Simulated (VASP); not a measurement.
Set up this calculation in VASP 6.6.1, as the native input.

- Task: single point
- Functional: PBE
- Potentials or basis: VASP PAW PBE potentials, release 64 (Ta_pv, As)
- Cutoff: 520 eV
- k mesh: 8 × 8 × 1
- Occupations: fermi-dirac, width 0.05 eV
- Spin: no spin polarisation
- Dipole correction: yes
- Further INCAR settings: ALGO = Normal; EDIFF = 1e-06; NBANDS = 15

The structure of TaAs lies in POSCAR:

```
TaAs
1.0
    3.3258600000      0.0000000000      0.0000000000
    0.0000000000      3.3258600000      0.0000000000
    0.0000000000      0.0000000000     25.7402900000
Ta As
1 1
Direct
    0.0000000000      0.0000000000      0.2717038994
    0.5000000000      0.5000000000      0.3110361006
```

These files were run (other wordings do the same):

INCAR

```
PREC = Accurate
ENCUT = 520
EDIFF = 1E-6
ISMEAR = -1
SIGMA = 0.05
LREAL = False
LASPH = True
NELM = 60
ALGO = Normal
ISIF = 2
LWAVE = False
LCHARG = False
LDIPOL = True
IDIPOL = 3
DIPOL = 0.5 0.5 0.291
GGA = PE
NBANDS = 15
```

KPOINTS

```
Automatic mesh
0
Gamma
  8 8 1
```

Potentials or basis: VASP PAW PBE potentials, release 64 (Ta_pv, As).

The run is started by

```sh
$ cat potpaw_PBE.64/Ta_pv/POTCAR potpaw_PBE.64/As/POTCAR > POTCAR
$ mpirun -np 1 vasp_std > vasp.out
```

It gave:

```
Largest force          : 0.023 eV/Å
Band gap on the k mesh : zero (band 8 reaches -2.67 eV, above the bottom of band 9 at -3.73 eV)
```

Caveat: spin-orbit coupling is left out, which moves the levels of the heavy elements.

Run time: 82 s on 1 thread of Intel(R) Xeon(R) Platinum 8488C (Sapphire Rapids), on a shared host, peak memory 0.42 GiB.
